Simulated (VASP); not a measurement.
Here is a VASP 6.6.1 calculation.

File INCAR:

```
SYSTEM = KI
  PREC = Accurate
  ENCUT = 400
  EDIFF = 1E-8
  ISMEAR = -1
  SIGMA = 0.01
  LREAL = .False.
  LASPH = .True.
  NELM = 120
  ALGO = Normal
  ISIF = 2
  LWAVE = .False.
  LCHARG = .False.
  GGA = PS
  LEFG = .True.
  NBANDS = 15
  GGA_COMPAT = .False.
```

The input KPOINTS:

```
regular mesh
0
Gamma
  8 8 8
  0 0 0
```

Contents of POSCAR:

```
KI
1.0
    0.0352455000      3.5421727500      3.5421727500
    3.5421727500      0.0352455000      3.5421727500
    3.5421727500      3.5421727500      0.0352455000
K I
1 1
Direct
    0.0000000000      0.0000000000      0.0000000000
    0.5000000000      0.5000000000      0.5000000000
```

Potentials or basis: VASP PAW PBE potentials, release 64 (K_sv, I).

The run is started by

```console
$ cat potpaw_PBE.64/K_sv/POTCAR potpaw_PBE.64/I/POTCAR > POTCAR
$ mpirun -np 1 vasp_std > vasp.out
```

(1) Predict the pressure.

(2) What does it give for the band gap on the k mesh?

Results:

(1) -0.2 GPa.

(2) 3.81 eV.

Caveat: the cell differs from its parent crystal (equal xy, yz and zx shear strains of +1 %); without QUAD_EFG the Cq values of the log hold for a quadrupole moment of 1 mb, not for the nuclei; the PAW data sets were made with another functional, which shifts forces and pressure a little; spin-orbit coupling is left out, which moves the levels of the heavy elements.
